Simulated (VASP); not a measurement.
# Sn (C2/c) in VASP: single point with PBE

Aim: the single point of Sn with PBE.

Program: VASP 6.6.1. These are calculated values, not measurements. Logs are shortened: lines on timing, memory, paths and dates and some standing lists are left out, and cuts for length are marked.

## 1. The cell of the first run

The structure is monoclinic, space group C2/c (No. 15). Conventional cell: a = 3.465 Å, b = 10.088 Å, c = 4.174 Å, α = 90.00°, β = 92.02°, γ = 90.00°. Within 4.4 Å of Sn (site symmetry 2) lie 10 Sn at 3.37 to 4.17 Å.

## 2. Single point, PBE

Contents of INCAR:

```
SYSTEM = Sn
PREC = Accurate
ENCUT = 520
EDIFF = 1E-6
ISMEAR = 0
SIGMA = 0.1
LREAL = .False.
LASPH = .True.
NELM = 60
ALGO = Normal
ISIF = 2
LWAVE = .False.
LCHARG = .False.
GGA = PE
NBANDS = 21
```

Contents of KPOINTS:

```
Automatic mesh
0
Gamma
  6 6 4
  0 0 0
```

Contents of POSCAR:

```
Sn
1.0
    1.7324348787     -5.0438532459      0.0000000000
    1.7324348787      5.0438532459      0.0000000000
   -0.1471254349      0.0000000000      4.1712847980
Sn
2
Direct
    0.8690000000      0.1310000000      0.2500000000
    0.1310000000      0.8690000000      0.7500000000
```

Potentials or basis: VASP PAW PBE potentials, release 64 (Sn_d).

Command:

```bash
$ cat potpaw_PBE.64/Sn_d/POTCAR > POTCAR
$ mpirun -np 1 vasp_std > vasp.out
```

OUTCAR:

```text
SYSTEM = Sn
   PREC = Accurate
   ENCUT = 520
   EDIFF = 1E-6
   ISMEAR = 0
   LREAL = .False.
   LASPH = .True.
   NELM = 60
   ISIF = 2
   GGA = PE

 ion  position               nearest neighbor table
   1  0.869  0.131  0.250-   2 3.37   2 3.37   2 3.59   2 3.59   2 3.66   2 3.66
   2  0.131  0.869  0.750-   1 3.37   1 3.37   1 3.59   1 3.59   1 3.66   1 3.66

  LATTYP: Found a base centered monoclinic cell.
 ALAT       =     3.4648697574
 B/A-ratio  =     2.9114244396
 C/A-ratio  =     1.2046278548
 COS(beta)  =    -0.0352490928

  Lattice vectors:

 A1 = (   1.7324348787,  -5.0438532459,   0.0000000000)
 A2 = (   1.7324348787,   5.0438532459,   0.0000000000)
 A3 = (  -0.1471254349,   0.0000000000,   4.1712847980)

Analysis of symmetry for initial positions (statically):
=====================================================================
 Subroutine PRICEL returns:
 Original cell was already a primitive cell.

 Routine SETGRP: Setting up the symmetry group for a
 base centered monoclinic supercell.

 Subroutine GETGRP returns: Found  4 space group operations
 (whereof  2 operations were pure point group operations)
 out of a pool of  4 trial point group operations.

The static configuration has the point symmetry S_2 .
 The point group associated with its full space group is C_2h.

Analysis of symmetry for dynamics (positions and initial velocities):
=====================================================================
 Subroutine PRICEL returns:
 Original cell was already a primitive cell.

 Routine SETGRP: Setting up the symmetry group for a
 base centered monoclinic supercell.

 Subroutine GETGRP returns: Found  4 space group operations
 (whereof  2 operations were pure point group operations)
 out of a pool of  4 trial point group operations.

The dynamic configuration has the point symmetry S_2 .
 The point group associated with its full space group is C_2h.

 Subroutine INISYM returns: Found  4 space group operations
 (whereof  2 operations are pure point group operations),
 and found     1 'primitive' translations

----------------------------------------------------------------------------------------

                                     Primitive cell

  volume of cell :      72.8986

  direct lattice vectors                    reciprocal lattice vectors
     1.732434879 -5.043853246  0.000000000     0.288611137 -0.099130561  0.010179607
     1.732434879  5.043853246  0.000000000     0.288611137  0.099130561  0.010179607
    -0.147125435  0.000000000  4.171284798     0.000000000  0.000000000  0.239734290

  length of vectors
     5.333084115  5.333084115  4.173878623     0.305330773  0.305330773  0.239734290

  position of ions in fractional coordinates (direct lattice)
     0.869000000  0.131000000  0.250000000
     0.131000000  0.869000000  0.750000000

  ion indices of the primitive-cell ions
   primitive index   ion index
                 1           1
                 2           2

----------------------------------------------------------------------------------------

 KPOINTS: Automatic mesh

Automatic generation of k-mesh.
 Grid dimensions read from file:
 generate k-points for:    6    6    4

 Generating k-lattice:

  Cartesian coordinates                     Fractional coordinates (reciprocal lattice)
     0.048101856 -0.016521760  0.001696601     0.166666667  0.000000000 -0.000000000
     0.048101856  0.016521760  0.001696601     0.000000000  0.166666667 -0.000000000
     0.000000000  0.000000000  0.059933573     0.000000000  0.000000000  0.250000000

  Length of vectors
     0.050888462  0.050888462  0.059933573

  Shift w.r.t. Gamma in fractional coordinates (k-lattice)
     0.000000000  0.000000000  0.000000000

 Subroutine IBZKPT returns following result:
 ===========================================

 Found     47 irreducible k-points:

 Following reciprocal coordinates:
            Coordinates               Weight
  0.000000  0.000000  0.000000      1.000000
  0.166667 -0.000000 -0.000000      4.000000
  0.333333 -0.000000 -0.000000      4.000000
  0.500000  0.000000 -0.000000      2.000000
  0.166667  0.166667 -0.000000      2.000000
  0.333333  0.166667 -0.000000      4.000000
[... 16 lines left out ...]
 -0.333333  0.166667  0.250000      4.000000
 -0.166667  0.166667  0.250000      4.000000
 [... further k-points ...]
   k-points           NKPTS =     47   k-points in BZ     NKDIM =     47   number of bands    NBANDS=     21
   number of dos      NEDOS =    301   number of ions     NIONS =      2
   total plane-waves  NPLWV =  51200
   dimension x,y,z NGX =    40 NGY =   40 NGZ =   32
   dimension x,y,z NGXF=    80 NGYF=   80 NGZF=   64
   ions per type =               2
   NGX,Y,Z   is equivalent  to a cutoff of  12.47, 12.47, 12.75 a.u.
   NGXF,Y,Z  is equivalent  to a cutoff of  24.94, 24.94, 25.49 a.u.
 SYSTEM =  Sn
   PREC   = accura    normal or accurate (medium, high low for compatibility)
   ISTART =      0    job   : 0-new  1-cont  2-samecut
   ICHARG =      2    charge: 1-file 2-atom 10-const
   ISPIN  =      1    spin polarized calculation?
   LNONCOLLINEAR =      F non collinear calculations
   LSORBIT =      F    spin-orbit coupling
   LASPH  =      T    aspherical Exc in radial PAW
   ENCUT  =  520.0 eV  38.22 Ry    6.18 a.u.   9.92  9.92  7.76*2*pi/ulx,y,z
   NELM   =     60;   NELMIN=  2; NELMDL= -5     # of ELM steps
   EDIFF  = 0.1E-05   stopping-criterion for ELM
   LREAL  =      F    real-space projection
   EDIFFG = 0.1E-04   stopping-criterion for IOM
   NSW    =      0    number of steps for IOM
   IBRION =     -1    ionic relax: 0-MD 1-quasi-New 2-CG
   NFREE  =      0    steps in history (QN), initial steepest desc. (CG)
   ISIF   =      2    stress and relaxation
   ISYM   =      2    0-nonsym 1-usesym 2-fastsym
   POTIM  = 0.5000    time-step for ionic-motion
   TEBEG  =    0.0;   TEEND  =   0.0 temperature during run
   PSTRESS=    0.0 pullay stress
   NELECT =      28.0000    total number of electrons
   NUPDOWN=      -1.0000    fix difference up-down
   EMIN   =  10.00;   EMAX   =-10.00  energy-range for DOS
   EFERMI =   0.00;   METHOD = LEGACY
   ISMEAR =     0;   SIGMA  =   0.10  broadening in eV -4-tet -1-fermi 0-gaus
   EFERMI_NEDOS =   21; number of points for ismear=-14 and -15
   IALGO  =     38    algorithm
   IMIX   =      4    mixing-type and parameters
     AMIX     =   0.40;   BMIX     =  1.00
     AMIX_MAG =   1.60;   BMIX_MAG =  1.00
  volume/ion in A,a.u.               =      36.45       245.97
  Fermi-wavevector in a.u.,A,eV,Ry     =   1.190020  2.248813 19.267874  1.416149
  Thomas-Fermi vector in A             =   2.326115
   LORBIT       =      0    0 simple, 1 ext, 2 COOP (PROOUT), +10 PAW based schemes
   GGA     = PE    functional components
   LHFCALC =     F    Hartree Fock is set to
   AEXX    =    0.0000 exact exchange contribution
   IVDW    =     0    specifies the selected vdW correction
   LEPSILON=     F    determine dielectric tensor
   LRPA    =     F    only Hartree local field effects (RPA)
 non-spin polarized calculation
 Gauss-broadening in eV      SIGMA  =   0.10
  energy-cutoff  :      520.00
  volume of cell :       72.90
 maximum number of plane-waves:      1991
   NGX = 19   NGY = 19   NGZ = 15

 number of electron      28.0000001 magnetization

 Free energy of the ion-electron system (eV)
  ---------------------------------------------------
  ext. energy  EPLUGINS =         0.00000000
  ---------------------------------------------------
  free energy    TOTEN  =        -7.13113688 eV

  energy without entropy =       -7.11938895  energy(sigma->0) =       -7.12526292

 E-fermi :   5.0560     XC(G=0):  -9.0040

 val. band max:        5.0430603795   @ k =   0.1667   0.1667  -0.0000
 cond. band min:       5.0768163385   @ k =   0.5000   0.0000   0.5000
 fundamental gap:      0.0337559590
 Fermi energy:         5.0560205951

 k-point     1 :       0.0000    0.0000    0.0000
  band No.  band energies     occupation
      1     -16.5783      2.00000
      2     -16.5598      2.00000
      3     -16.5574      2.00000
      4     -16.5207      2.00000
      5     -16.4852      2.00000
      6     -16.4754      2.00000
[... 13 lines left out ...]
     20      12.8966      0.00000
     21      13.1162      0.00000

 k-point     2 :       0.1667   -0.0000   -0.0000
  band No.  band energies     occupation
      1     -16.5731      2.00000
      2     -16.5449      2.00000
      3     -16.5360      2.00000
      4     -16.5020      2.00000
      5     -16.4955      2.00000
      6     -16.4819      2.00000
[... 13 lines left out ...]
     20      13.9555      0.00000
     21      14.0994      0.00000

 k-point     3 :       0.3333   -0.0000   -0.0000
  band No.  band energies     occupation
      1     -16.5628      2.00000
      2     -16.5297      2.00000
      3     -16.5171      2.00000
      4     -16.5045      2.00000
      5     -16.4968      2.00000
      6     -16.4921      2.00000
[... 13 lines left out ...]
     20      12.6351      0.00000
     21      13.8123      0.00000

 k-point     4 :       0.5000    0.0000   -0.0000
  band No.  band energies     occupation
      1     -16.5580      2.00000
      2     -16.5289      2.00000
      3     -16.5244      2.00000
      4     -16.5124      2.00000
      5     -16.4949      2.00000
      6     -16.4936      2.00000
[... 13 lines left out ...]
     20      12.3328      0.00000
     21      12.5676      0.00000

 k-point     5 :       0.1667    0.1667   -0.0000
  band No.  band energies     occupation
      1     -16.5684      2.00000
      2     -16.5320      2.00000
      3     -16.5088      2.00000
      4     -16.5048      2.00000
      5     -16.5003      2.00000
      6     -16.4885      2.00000
[... 13 lines left out ...]
     20      13.1347      0.00000
     21      13.8166      0.00000

 k-point     6 :       0.3333    0.1667   -0.0000
  band No.  band energies     occupation
      1     -16.5606      2.00000
      2     -16.5234      2.00000
      3     -16.5198      2.00000
      4     -16.5160      2.00000
      5     -16.5022      2.00000
      6     -16.4890      2.00000
[... 13 lines left out ...]
     20      11.4491      0.00000
     21      12.6589      0.00000

 k-point     7 :       0.5000    0.1667   -0.0000
  band No.  band energies     occupation
      1     -16.5523      2.00000
      2     -16.5237      2.00000
      3     -16.5192      2.00000
      4     -16.5117      2.00000
      5     -16.4950      2.00000
      6     -16.4898      2.00000
[... 13 lines left out ...]
     20      11.8803      0.00000
     21      13.1273      0.00000
[... 291 lines left out ...]
      1     -16.5571      2.00000
      2     -16.5273      2.00000
      3     -16.5214      2.00000
      4     -16.5139      2.00000
      5     -16.4954      2.00000
      6     -16.4799      2.00000
[... 13 lines left out ...]
     20      11.3540      0.00000
     21      13.3492      0.00000

 k-point    21 :       0.3333    0.1667    0.2500
  band No.  band energies     occupation
      1     -16.5539      2.00000
      2     -16.5332      2.00000
      3     -16.5250      2.00000
      4     -16.5074      2.00000
      5     -16.5042      2.00000
      6     -16.4826      2.00000
[... 13 lines left out ...]
     20      11.6591      0.00000
     21      13.7504      0.00000

 k-point    22 :       0.5000    0.1667    0.2500
  band No.  band energies     occupation
      1     -16.5516      2.00000
      2     -16.5247      2.00000
      3     -16.5162      2.00000
      4     -16.5026      2.00000
      5     -16.5008      2.00000
      6     -16.4883      2.00000
[... 13 lines left out ...]
     20      12.3145      0.00000
     21      13.6696      0.00000

 k-point    23 :      -0.3333    0.1667    0.2500
  band No.  band energies     occupation
      1     -16.5552      2.00000
      2     -16.5418      2.00000
      3     -16.5233      2.00000
      4     -16.5076      2.00000
      5     -16.4972      2.00000
      6     -16.4901      2.00000
[... 13 lines left out ...]
     20      12.6633      0.00000
     21      14.4282      0.00000

 k-point    24 :      -0.1667    0.1667    0.2500
  band No.  band energies     occupation
      1     -16.5663      2.00000
      2     -16.5625      2.00000
      3     -16.5367      2.00000
      4     -16.5080      2.00000
      5     -16.4991      2.00000
      6     -16.4860      2.00000
[... 13 lines left out ...]
     20      12.6601      0.00000
     21      14.2847      0.00000

 [... further k-points ...]
[... 5 lines left out ...]
  --------------------------------------------------------------------------------------
  -------------------------------------------------------------------------------------
  Total       -2.9543560     -2.5370379     -2.8418020      0.0000000      0.0000000      0.0436692
  in kB      -64.9313164    -55.7594324    -62.4575877      0.0000000      0.0000000      0.9597693
  external PRESSURE =     -61.0494455 kB  Pullay stress =       0.0000000 kB

 VOLUME and BASIS-vectors are now :
 -----------------------------------------------------------------------------
  energy-cutoff  :      520.00
  volume of cell :       72.90
      direct lattice vectors                 reciprocal lattice vectors
     1.732434879 -5.043853246  0.000000000     0.288611137 -0.099130561  0.010179607
     1.732434879  5.043853246  0.000000000     0.288611137  0.099130561  0.010179607
    -0.147125435  0.000000000  4.171284798     0.000000000  0.000000000  0.239734290

 POSITION                                       TOTAL-FORCE (eV/Angst)
 -----------------------------------------------------------------------------------
      1.69565     -3.72236      1.04282         0.000000      0.136836      0.000000
      1.62209      3.72236      3.12846        -0.000000     -0.136836     -0.000000
 -----------------------------------------------------------------------------------
    total drift:                                0.000000      0.000000     -0.000000

  FREE ENERGIE OF THE ION-ELECTRON SYSTEM (eV)
  ---------------------------------------------------
  free  energy   TOTEN  =        -7.1311368797 eV

  energy  without entropy=       -7.1193889543  energy(sigma->0) =       -7.12526292
```

Run time: 52 s. Hardware: 1 thread of Intel Xeon Platinum 8488C (Sapphire Rapids), shared host; peak memory 0.24 GiB.

Results:

* Free energy: -7.1311 eV
* Pressure: -6.1 GPa
* Largest force: 0.137 eV/Å
* Band gap on the k mesh: zero (band 14 reaches 6.44 eV, above the bottom of band 15 at 4.15 eV)

Forces in eV/Å, atoms in the order of the input:
```
Sn   0.000  0.137  0.000
Sn   0.000 -0.137  0.000
```

Caveat: the k points lie up to 0.38 Å⁻¹ apart; spin-orbit coupling is left out, which moves the levels of the heavy elements.
